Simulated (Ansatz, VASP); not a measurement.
ZnS: VASP beside Ansatz

Contents of INCAR:

```
  ALGO = Normal
  EDIFF = 1E-6
  ENCUT = 500
  GGA = PE
  GGA_COMPAT = False
  ISIF = 2
  ISMEAR = 0
  IVDW = 12
  LASPH = True
  LCHARG = False
  LREAL = False
  LWAVE = False
  NBANDS = 26
  NELM = 120
  PREC = Accurate
  SIGMA = 0.02
```

The input KPOINTS:

```
k-points
0
Gamma
  9 9 6
```

Contents of POSCAR:

```
ZnS
1.0
    3.7950485274      0.0000000000      0.0000000000
   -1.8975242637      3.2866084333      0.0000000000
    0.0000000000      0.0000000000      6.2348865906
Zn S
2 2
Direct
    0.3333333333      0.6666666667      0.0015765605
    0.6666666667      0.3333333333      0.5015765605
    0.3333333333      0.6666666667      0.3754234395
    0.6666666667      0.3333333333      0.8754234395
```

Input for Ansatz:

```yaml
crystal:
  lattice:
    - [3.7950485274, 0.0, 0.0]
    - [-1.8975242637, 3.2866084333, 0.0]
    - [0.0, 0.0, 6.2348865906]
  atoms:
    - { symbol: Zn, position: [0.3333333333, 0.6666666667, 0.0015765605] }
    - { symbol: Zn, position: [0.6666666667, 0.3333333333, 0.5015765605] }
    - { symbol: S, position: [0.3333333333, 0.6666666667, 0.3754234395] }
    - { symbol: S, position: [0.6666666667, 0.3333333333, 0.8754234395] }
basis:
  ecutwfc: 420
kpoints:
  mp_grid: { grid: [9, 9, 6] }
  band_path:
    path:
      - [[0.0, 0.0, 0.0], [0.5, 0.0, 0.0], [0.33333333, 0.33333333, 0.0], [0.0, 0.0, 0.0], [0.0, 0.0, 0.5], [0.5, 0.0, 0.5], [0.33333333, 0.33333333, 0.5], [0.0, 0.0, 0.5]]
      - [[0.5, 0.0, 0.5], [0.5, 0.0, 0.0]]
      - [[0.33333333, 0.33333333, 0.5], [0.33333333, 0.33333333, 0.0]]
    npoints: 10
hamiltonian:
  xc: pbe
  dispersion: d3bj
  pseudopotentials: { kind: paw, azcp: { folder: soft_1 } }
scf:
  occupations: { method: gaussian, width: 0.02 }
  n_extra_bands: 8
output:
  forces: true
  stress: true
  eigenvalues: true
```

Alike in both runs: task single point; functional PBE; dispersion D3(BJ); k mesh 9 × 9 × 6; occupations gaussian, width 0.02 eV; no spin polarisation.

```csv
,VASP,Ansatz
version,VASP 6.6.1,Ansatz 0.2.0
potentials or method,"VASP PAW PBE potentials, release 64 (Zn, S), cutoff 500 eV","scalar-relativistic, plane waves, PAW"
valence electrons in the cell,36,36
```

|  | VASP | Ansatz | Ansatz less VASP |
| --- | --- | --- | --- |
| gap on the k mesh at the Fermi level (eV) | 2.25 | 2.24 | -0.009 |
| least direct gap on the mesh (eV) | 2.25 | 2.24 | -0.009 |
| pressure (GPa) | 0.2 | 0.0 | -0.16 |
